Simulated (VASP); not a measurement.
The system is Hf3Si2N.

```xyz
6
Lattice="3.2954 0.0000 0.0000 0.0000 3.2954 0.0000 0.0000 0.0000 9.5116" Properties=species:S:1:pos:R:3 pbc="T T T"
Hf    0.0000    0.0000    6.4174
Hf    0.0000    0.0000    3.1148
Hf    1.6477    1.6477    7.8469
Si    0.0000    0.0000    9.5111
Si    1.6477    1.6477    4.7708
N     1.6477    1.6477    1.6297
```

The cell was generated, and may not be a known phase.

```yaml
Program: VASP 6.6.1
Task: relaxation of cell and atoms
Functional: PBE
Potentials_or_basis: VASP PAW PBE potentials, release 64 (Hf_pv, Si, N)
Cutoff: 600 eV
k_mesh: 6 × 6 × 2
Occupations: gaussian, width 0.1 eV
Spin: no spin polarisation
```

At the start: pressure -2.2 GPa; volume 17.22 Å³/atom.

Problem. How do energy, volume and symmetry change on relaxing?

Solution. Over 45 steps the energy falls by 905.7 meV/atom and the volume is 16.89 Å³/atom (-1.9 %); space group P4mm (No. 99, to 0.1 Å) before and after.

Step by step:
```tsv
step	energy change (eV)	largest force (eV/Å)	pressure (GPa)	volume (Å³)
1	0.0000	3.9639	-2.22	103.29
3	-2.5413	4.5017	9.49	93.87
5	-3.5337	2.5446	-6.47	104.10
7	-4.0477	1.2922	-11.02	108.51
9	-4.3010	0.8320	-8.99	107.27
11	-4.6769	0.7902	0.72	99.02
13	-4.7175	0.7231	1.11	98.76
15	-4.7844	0.5833	-0.84	100.27
17	-4.8313	0.7749	1.33	99.11
19	-4.9083	1.1430	0.64	99.78
21	-4.8152	4.5870	2.68	102.80
23	-5.0421	2.6232	0.34	101.52
25	-5.0742	2.6813	0.30	101.83
27	-5.1229	2.5610	0.25	102.31
29	-5.2799	1.1169	-1.32	102.55
31	-5.3106	0.8482	-2.15	102.74
33	-5.3257	0.7822	-1.57	102.31
35	-5.3706	0.5735	3.58	98.64
37	-5.3955	0.4277	1.73	99.83
39	-5.4261	0.2473	-0.02	101.05
41	-5.4321	0.0952	0.10	101.17
43	-5.4337	0.0332	0.16	101.20
45	-5.4345	0.0252	-0.01	101.35
```

Final structure:
```xyz
6
Lattice="3.4749 0.0000 0.0000 0.0000 3.4749 0.0000 0.0000 0.0000 8.3934" Properties=species:S:1:pos:R:3 pbc="T T T"
Hf    0.0000    0.0000    5.2364
Hf    3.4749    0.0000    2.0374
Hf    1.7374    1.7374    8.2966
Si    0.0000    0.0000    7.7983
Si    1.7374    1.7374    3.9215
N     1.7374    1.7374    2.0867
```

Caveat: an odd number of electrons without spin polarisation forces a metal; a magnetic or distorted state may lie lower.
